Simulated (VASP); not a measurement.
# GaIr3 (Cmmm) in VASP: a series of runs

Runs on GaIr3. Level: PBE. Tasks: single point.

Everything below comes from runs of VASP 6.6.1. Logs are shortened: lines on timing, memory, paths and dates and some standing lists are left out, and cuts for length are marked.

### 1 The cell of the first run

Symmetry: Cmmm, No. 65, orthorhombic system. Conventional cell: a = 5.561 Å, b = 7.538 Å, c = 2.768 Å, α = 90.00°, β = 90.00°, γ = 90.00°. Ga (site symmetry mmm) has 10 Ir at 2.72 to 2.78 Å and 2 Ga at 2.77 Å within 3.6 Å. Within 3.6 Å of Ir (site symmetry mmm) lie 10 Ir at 2.72 to 2.77 Å and 2 Ga at 2.78 Å. Within 3.6 Å of Ir (site symmetry 2/m) lie 4 Ga at 2.72 Å and 8 Ir at 2.72 to 2.78 Å.

### 2 Single point, PBE

INCAR reads:

```
  PREC = Accurate
  ENCUT = 500
  EDIFF = 1E-6
  ISMEAR = 0
  SIGMA = 0.2
  LREAL = False
  LASPH = True
  NELM = 120
  ALGO = Normal
  ISIF = 2
  LWAVE = False
  LCHARG = False
  GGA = PE
  NBANDS = 50
  GGA_COMPAT = False
```

KPOINTS reads:

```
Automatic mesh
0
Gamma
  6 6 4
```

POSCAR reads:

```
GaIr3
1.0
    2.7806863091     -3.7688922271      0.0000000000
    2.7806863091      3.7688922271      0.0000000000
    0.0000000000      0.0000000000      5.5350829467
Ga Ir
2 6
Direct
    0.0000000000      0.0000000000      0.0000000000
    0.0000000000      0.0000000000      0.5000000000
    0.5000000000      0.5000000000      0.0000000000
    0.5000000000      0.5000000000      0.5000000000
    0.0000000000      0.5000000000      0.2500000000
    0.0000000000      0.5000000000      0.7500000000
    0.5000000000      1.0000000000      0.2500000000
    0.5000000000      1.0000000000      0.7500000000
```

Potentials or basis: VASP PAW PBE potentials, release 64 (Ga_d, Ir).

The run is started by

```bash
$ cat potpaw_PBE.64/Ga_d/POTCAR potpaw_PBE.64/Ir/POTCAR > POTCAR
$ mpirun -np 1 vasp_std > vasp.out
```

OUTCAR:

```text
PREC = Accurate
   ENCUT = 500
   EDIFF = 1E-6
   ISMEAR = 0
   LREAL = False
   LASPH = True
   NELM = 120
   ISIF = 2
   GGA = PE

 ion  position               nearest neighbor table
   1  0.000  0.000  0.000-   5 2.72   6 2.72   7 2.72   8 2.72   5 2.72   6 2.72   7 2.72   8 2.72
                             2 2.77   2 2.77   3 2.78   3 2.78
   2  0.000  0.000  0.500-   5 2.72   6 2.72   7 2.72   8 2.72   5 2.72   6 2.72   7 2.72   8 2.72
                             1 2.77   1 2.77   4 2.78   4 2.78
   3  0.500  0.500  0.000-   5 2.72   6 2.72   7 2.72   8 2.72   7 2.72   8 2.72   5 2.72   6 2.72
                             4 2.77   4 2.77   1 2.78   1 2.78
   4  0.500  0.500  0.500-   5 2.72   6 2.72   7 2.72   8 2.72   7 2.72   8 2.72   5 2.72   6 2.72
                             3 2.77   3 2.77   2 2.78   2 2.78
   5  0.000  0.500  0.250-   1 2.72   2 2.72   3 2.72   4 2.72   1 2.72   2 2.72   3 2.72   4 2.72
                             6 2.77   6 2.77   7 2.78   7 2.78
   6  0.000  0.500  0.750-   1 2.72   2 2.72   3 2.72   4 2.72   1 2.72   2 2.72   3 2.72   4 2.72
                             5 2.77   5 2.77   8 2.78   8 2.78
   7  0.500  0.000  0.250-   1 2.72   2 2.72   3 2.72   4 2.72   3 2.72   4 2.72   1 2.72   2 2.72
                             8 2.77   8 2.77   5 2.78   5 2.78
   8  0.500  0.000  0.750-   1 2.72   2 2.72   3 2.72   4 2.72   3 2.72   4 2.72   1 2.72   2 2.72
                             7 2.77   7 2.77   6 2.78   6 2.78

  LATTYP: Found a base centered orthorhombic cell.
 ALAT       =     5.5613726182
 B/A-ratio  =     1.3553820202
 C/A-ratio  =     0.9952728088

  Lattice vectors:

 A1 = (   2.7806863091,  -3.7688922271,   0.0000000000)
 A2 = (   2.7806863091,   3.7688922271,   0.0000000000)
 A3 = (   0.0000000000,   0.0000000000,   5.5350829467)

Analysis of symmetry for initial positions (statically):
=====================================================================
 Subroutine PRICEL returns following result:

  LATTYP: Found a base centered orthorhombic cell.
 ALAT       =     5.5613726182
 B/A-ratio  =     1.3553820202
 C/A-ratio  =     0.4976364044

  Lattice vectors:

 A1 = (   2.7806863091,  -3.7688922271,   0.0000000000)
 A2 = (   2.7806863091,   3.7688922271,   0.0000000000)
 A3 = (   0.0000000000,   0.0000000000,   2.7675414734)

   2 primitive cells build up your supercell.

 Routine SETGRP: Setting up the symmetry group for a
 base centered orthorhombic supercell.

 Subroutine GETGRP returns: Found  8 space group operations
 (whereof  8 operations were pure point group operations)
 out of a pool of  8 trial point group operations.

The static configuration has the point symmetry D_2h.

Analysis of symmetry for dynamics (positions and initial velocities):
=====================================================================
 Subroutine PRICEL returns following result:

  LATTYP: Found a base centered orthorhombic cell.
 ALAT       =     5.5613726182
 B/A-ratio  =     1.3553820202
 C/A-ratio  =     0.4976364044

  Lattice vectors:

 A1 = (   2.7806863091,  -3.7688922271,   0.0000000000)
 A2 = (   2.7806863091,   3.7688922271,   0.0000000000)
 A3 = (   0.0000000000,   0.0000000000,   2.7675414734)

   2 primitive cells build up your supercell.

 Routine SETGRP: Setting up the symmetry group for a
 base centered orthorhombic supercell.

 Subroutine GETGRP returns: Found  8 space group operations
 (whereof  8 operations were pure point group operations)
 out of a pool of  8 trial point group operations.

The dynamic configuration has the point symmetry D_2h.

 Subroutine INISYM returns: Found  8 space group operations
 (whereof  8 operations are pure point group operations),
 and found     2 'primitive' translations

----------------------------------------------------------------------------------------

                                     Primitive cell

  volume of cell :      58.0083

  direct lattice vectors                    reciprocal lattice vectors
     2.780686309 -3.768892227  0.000000000     0.179811724 -0.132664977  0.000000000
     2.780686309  3.768892227  0.000000000     0.179811724  0.132664977  0.000000000
     0.000000000  0.000000000  2.767541473     0.000000000  0.000000000  0.361331532

  length of vectors
     4.683670032  4.683670032  2.767541473     0.223455258  0.223455258  0.361331532

  position of ions in fractional coordinates (direct lattice)
     0.000000000  0.000000000  0.000000000
     0.500000000  0.500000000  0.000000000
     0.000000000  0.500000000  0.500000000
     0.500000000  0.000000000  0.500000000

  ion indices of the primitive-cell ions
   primitive index   ion index
                 1           1
                 2           3
                 3           5
                 4           7

----------------------------------------------------------------------------------------

 KPOINTS: Automatic mesh

Automatic generation of k-mesh.
 Grid dimensions read from file:
 generate k-points for:    6    6    4

 Generating k-lattice:

  Cartesian coordinates                     Fractional coordinates (reciprocal lattice)
     0.029968621 -0.022110829  0.000000000     0.166666667  0.000000000  0.000000000
     0.029968621  0.022110829  0.000000000     0.000000000  0.166666667  0.000000000
     0.000000000  0.000000000  0.045166441     0.000000000  0.000000000  0.250000000

  Length of vectors
     0.037242543  0.037242543  0.045166441

  Shift w.r.t. Gamma in fractional coordinates (k-lattice)
     0.000000000  0.000000000  0.000000000

 Subroutine IBZKPT returns following result:
 ===========================================

 Found     39 irreducible k-points:

 Following reciprocal coordinates:
            Coordinates               Weight
  0.000000  0.000000  0.000000      1.000000
  0.166667 -0.000000  0.000000      4.000000
  0.333333 -0.000000  0.000000      4.000000
  0.500000  0.000000  0.000000      2.000000
  0.166667  0.166667  0.000000      2.000000
  0.333333  0.166667  0.000000      4.000000
[... 16 lines left out ...]
  0.333333  0.333333  0.250000      4.000000
  0.500000  0.333333  0.250000      8.000000
 [... further k-points ...]
   k-points           NKPTS =     39   k-points in BZ     NKDIM =     39   number of bands    NBANDS=     50
   number of dos      NEDOS =    301   number of ions     NIONS =      8
   total plane-waves  NPLWV =  51840
   dimension x,y,z NGX =    36 NGY =   36 NGZ =   40
   dimension x,y,z NGXF=    72 NGYF=   72 NGZF=   80
   ions per type =               2   6
   NGX,Y,Z   is equivalent  to a cutoff of  12.78, 12.78, 12.01 a.u.
   NGXF,Y,Z  is equivalent  to a cutoff of  25.56, 25.56, 24.03 a.u.
 SYSTEM =  unknown system
   PREC   = accura    normal or accurate (medium, high low for compatibility)
   ISTART =      0    job   : 0-new  1-cont  2-samecut
   ICHARG =      2    charge: 1-file 2-atom 10-const
   ISPIN  =      1    spin polarized calculation?
   LNONCOLLINEAR =      F non collinear calculations
   LSORBIT =      F    spin-orbit coupling
   LASPH  =      T    aspherical Exc in radial PAW
   ENCUT  =  500.0 eV  36.75 Ry    6.06 a.u.   8.54  8.54 10.09*2*pi/ulx,y,z
   NELM   =    120;   NELMIN=  2; NELMDL= -5     # of ELM steps
   EDIFF  = 0.1E-05   stopping-criterion for ELM
   LREAL  =      F    real-space projection
   EDIFFG = 0.1E-04   stopping-criterion for IOM
   NSW    =      0    number of steps for IOM
   IBRION =     -1    ionic relax: 0-MD 1-quasi-New 2-CG
   NFREE  =      0    steps in history (QN), initial steepest desc. (CG)
   ISIF   =      2    stress and relaxation
   ISYM   =      2    0-nonsym 1-usesym 2-fastsym
   POTIM  = 0.5000    time-step for ionic-motion
   TEBEG  =    0.0;   TEEND  =   0.0 temperature during run
   PSTRESS=    0.0 pullay stress
   NELECT =      80.0000    total number of electrons
   NUPDOWN=      -1.0000    fix difference up-down
   EMIN   =  10.00;   EMAX   =-10.00  energy-range for DOS
   EFERMI =   0.00;   METHOD = LEGACY
   ISMEAR =     0;   SIGMA  =   0.20  broadening in eV -4-tet -1-fermi 0-gaus
   EFERMI_NEDOS =   21; number of points for ismear=-14 and -15
   IALGO  =     38    algorithm
   IMIX   =      4    mixing-type and parameters
     AMIX     =   0.40;   BMIX     =  1.00
     AMIX_MAG =   1.60;   BMIX_MAG =  1.00
  volume/ion in A,a.u.               =      14.50        97.86
  Fermi-wavevector in a.u.,A,eV,Ry     =   1.446322  2.733152 28.461296  2.091846
  Thomas-Fermi vector in A             =   2.564403
   LORBIT       =      0    0 simple, 1 ext, 2 COOP (PROOUT), +10 PAW based schemes
   GGA     = PE    functional components
   LHFCALC =     F    Hartree Fock is set to
   AEXX    =    0.0000 exact exchange contribution
   IVDW    =     0    specifies the selected vdW correction
   LEPSILON=     F    determine dielectric tensor
   LRPA    =     F    only Hartree local field effects (RPA)
 non-spin polarized calculation
 Gauss-broadening in eV      SIGMA  =   0.20
  energy-cutoff  :      500.00
  volume of cell :      116.02
 maximum number of plane-waves:      2968
 NGX is ok and might be reduce to    36
   NGX = 17   NGY = 17   NGZ = 21

 number of electron      79.9999977 magnetization

 Free energy of the ion-electron system (eV)
  ---------------------------------------------------
  ext. energy  EPLUGINS =         0.00000000
  ---------------------------------------------------
  free energy    TOTEN  =       -60.11068417 eV

  energy without entropy =      -60.01317077  energy(sigma->0) =      -60.06192747

 E-fermi :   9.1264     XC(G=0): -13.4801

 val. band max:        9.1214264896   @ k =  -0.3333   0.1667   0.0000
 cond. band min:       9.1301587365   @ k =   0.5000   0.5000   0.0000
 fundamental gap:      0.0087322469
 Fermi energy:         9.1264447939

 k-point     1 :       0.0000    0.0000    0.0000
  band No.  band energies     occupation
      1      -5.9036      2.00000
      2      -5.7581      2.00000
      3      -5.7573      2.00000
      4      -5.6992      2.00000
      5      -5.6632      2.00000
      6      -5.6256      2.00000
[... 42 lines left out ...]
     49      14.5669      0.00000
     50      14.9818      0.00000
[... 1217 lines left out ...]
     49      13.1117      0.00000
     50      15.9646      0.00000

 [... further k-points ...]

------------------------ aborting loop because EDIFF is reached ----------------------------------------

  FORCE on cell =-STRESS in cart. coord.  units (eV):
  Direction    XX          YY          ZZ          XY          YZ          ZX
  --------------------------------------------------------------------------------------
  -------------------------------------------------------------------------------------
  Total        0.3784684      0.1620716      0.3776699      0.0000000      0.0000000      0.0000000
  in kB        5.2266125      2.2381943      5.2155858      0.0000000      0.0000000      0.0000000
  external PRESSURE =       4.2267976 kB  Pullay stress =       0.0000000 kB

 VOLUME and BASIS-vectors are now :
 -----------------------------------------------------------------------------
  energy-cutoff  :      500.00
  volume of cell :      116.02
      direct lattice vectors                 reciprocal lattice vectors
     2.780686309 -3.768892227  0.000000000     0.179811724 -0.132664977  0.000000000
     2.780686309  3.768892227  0.000000000     0.179811724  0.132664977  0.000000000
     0.000000000  0.000000000  5.535082947     0.000000000  0.000000000  0.180665766

 POSITION                                       TOTAL-FORCE (eV/Angst)
 -----------------------------------------------------------------------------------
      0.00000      0.00000      0.00000        -0.000000      0.000000      0.000000
      0.00000      0.00000      2.76754         0.000000      0.000000      0.000000
      2.78069      0.00000      0.00000         0.000000      0.000000      0.000000
      2.78069      0.00000      2.76754        -0.000000      0.000000      0.000000
      1.39034      1.88445      1.38377        -0.000000      0.000000      0.000000
      1.39034      1.88445      4.15131         0.000000     -0.000000     -0.000000
      1.39034     -1.88445      1.38377        -0.000000     -0.000000     -0.000000
      1.39034     -1.88445      4.15131         0.000000      0.000000     -0.000000
 -----------------------------------------------------------------------------------
    total drift:                               -0.000000     -0.000000      0.000000

  FREE ENERGIE OF THE ION-ELECTRON SYSTEM (eV)
  ---------------------------------------------------
  free  energy   TOTEN  =       -60.1106841710 eV

  energy  without entropy=      -60.0131707681  energy(sigma->0) =      -60.06192747
```

Wall time 2.2 min (1 thread of AMD EPYC 9R45 (Zen 5), shared host); peak memory 0.29 GiB.

Results:

| Property | Result |
| --- | --- |
| Free energy | -60.1107 eV |
| Pressure | 0.4 GPa |
| Band gap on the k mesh | zero (bands 40 and 41 overlap by 1.28 eV) |

Caveat: spin-orbit coupling is left out, which moves the levels of the heavy elements.

### 3 Single point, PBE (14.07 Å³/atom)

INCAR reads:

```
PREC = Accurate
ENCUT = 500
EDIFF = 1E-6
ISMEAR = 0
SIGMA = 0.1
LREAL = F
LASPH = T
NELM = 120
ALGO = Normal
ISIF = 2
LWAVE = F
LCHARG = F
GGA = PE
NBANDS = 28
GGA_COMPAT = F
```

KPOINTS reads:

```
regular mesh
0
Gamma
  10 10 16
```

POSCAR reads:

```
GaIr3
1.0
    2.7513119282     -3.7309493758      0.0000000000
    2.7513119282      3.7309493758      0.0000000000
    0.0000000000      0.0000000000      2.7407688025
Ga Ir
1 3
Direct
    0.0000000000      0.0000000000      0.0000000000
    0.5000000000      0.5000000000      0.0000000000
    0.0000000000      0.5000000000      0.5000000000
    0.5000000000      0.0000000000      0.5000000000
```

Potentials or basis: VASP PAW PBE potentials, release 64 (Ga_d, Ir).

The run is started by

```bash
$ cat potpaw_PBE.64/Ga_d/POTCAR potpaw_PBE.64/Ir/POTCAR > POTCAR
$ mpirun -np 1 vasp_std > vasp.out
```

It took 3.5 min on 1 thread of AMD EPYC 9R45 (Zen 5), shared host; peak memory 0.43 GiB.

It converged, with:

| Quantity | Value |
| --- | --- |
| Free energy | -29.9680 eV |
| Pressure | 9.7 GPa |
| Band gap on the k mesh | zero (bands 20 and 21 overlap by 2.61 eV) |

Levels at points of the mesh, in eV from the Fermi level:
| k point | band 17 | band 18 | band 19 | band 20 | band 21 | band 22 | band 23 | band 24 |
| --- | --- | --- | --- | --- | --- | --- | --- | --- |
| (0.00, 0.00, 0.00) | -1.24 | -1.04 | -0.31 | 0.16 | 1.48 | 1.61 | 1.63 | 1.79 |
| (0.50, 0.00, 0.00) | -1.68 | -1.12 | -0.75 | -0.50 | -0.27 | 1.21 | 1.64 | 2.95 |
| (0.50, 0.50, 0.00) | -1.53 | -1.50 | -1.40 | -1.21 | -1.16 | -0.78 | 0.27 | 2.83 |
| (0.00, 0.00, 0.50) | -1.98 | -1.06 | -0.71 | 0.64 | 1.91 | 2.83 | 4.78 | 5.57 |
| (0.50, 0.00, 0.50) | -1.40 | -1.31 | -0.09 | 1.45 | 1.58 | 2.61 | 3.18 | 3.40 |
| (0.50, 0.50, 0.50) | -0.98 | 0.00 | 1.11 | 1.28 | 1.50 | 1.56 | 1.90 | 1.98 |

Caveat: the cell stands under pressure; spin-orbit coupling is left out, which moves the levels of the heavy elements.
